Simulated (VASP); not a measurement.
## Si: single point with PBE

The system is Si, a slab with vacuum.

```
CELL_PARAMETERS angstrom
3.85108 0.00000 0.00000
0.00000 6.36468 0.00000
0.00000 0.00000 19.75254
ATOMIC_POSITIONS crystal
Si 0.00000 0.93707 0.20251
Si 0.00000 0.56293 0.20251
Si 0.50000 0.43707 0.25879
Si 0.50000 0.06293 0.25879
Si 0.50000 0.93330 0.37206
Si 0.50000 0.56670 0.37206
Si 0.00000 0.42599 0.41780
Si 0.00000 0.07401 0.41780
Si 0.33333 0.92599 0.50011
```

| Item | Value |
| --- | --- |
| Program | VASP 6.6.1 |
| Task | single point |
| Functional | PBE |
| Potentials or basis | VASP PAW PBE potentials, release 64 (Si) |
| Cutoff | 520 eV |
| k mesh | 7 × 4 × 1 |
| Occupations | gaussian, width 0.05 eV |
| Spin | collinear spin |
| Starting moments | [0.0, 0.0, 0.0, 0.0, 0.0, 0.0, 0.0, 0.0, 2.0] μB |
| Dipole correction | yes |
| Further INCAR settings | ALGO = Normal; EDIFF = 1e-06; NBANDS = 32 |

| Quantity | Value |
| --- | --- |
| Largest force | 1.253 eV/Å |
| Net moment | 0.25 μB per cell |
| Site moments | Si +0.03, -0.00, +0.01, +0.00, +0.02 (each value once) μB |
| Valence electrons inside the program's atomic spheres | Si 1.63, 1.66, 1.65, 1.70, 1.68, 1.73, 1.56 (each value once) |

Forces in eV/Å, atoms in the order of the input:
```
Si  -0.077 -0.551  0.436
Si  -0.036  0.607  0.709
Si   0.087  0.030 -0.858
Si  -0.070 -0.097 -0.707
Si   0.442 -0.406 -0.452
Si  -0.045 -0.002  0.045
Si   0.163  1.186  0.369
Si  -0.891 -0.137  0.477
Si   0.428 -0.631 -0.018
```

Levels at points of the mesh, in eV from the Fermi level:
Spin up:
| k point | band 14 | band 15 | band 16 | band 17 | band 18 | band 19 | band 20 | band 21 | band 22 | band 23 |
| --- | --- | --- | --- | --- | --- | --- | --- | --- | --- | --- |
| (0.00, 0.00, 0.00) | -1.41 | -0.95 | -0.77 | -0.35 | -0.25 | 0.06 | 0.63 | 1.47 | 1.60 | 1.99 |
| (0.00, 0.50, 0.00) | -1.61 | -1.27 | -1.15 | -0.98 | -0.13 | 0.05 | 0.65 | 1.07 | 1.73 | 1.95 |
Spin down:
| k point | band 15 | band 16 | band 17 | band 18 | band 19 | band 20 | band 21 | band 22 |
| --- | --- | --- | --- | --- | --- | --- | --- | --- |
| (0.00, 0.00, 0.00) | -0.92 | -0.73 | -0.31 | -0.23 | 0.15 | 0.65 | 1.51 | 1.64 |
| (0.00, 0.50, 0.00) | -1.24 | -1.14 | -0.93 | -0.08 | 0.09 | 0.70 | 1.12 | 1.75 |

Wall time 17 min on 1 thread of AMD EPYC 7R13, with other jobs on the host, peak memory 0.8 GiB.
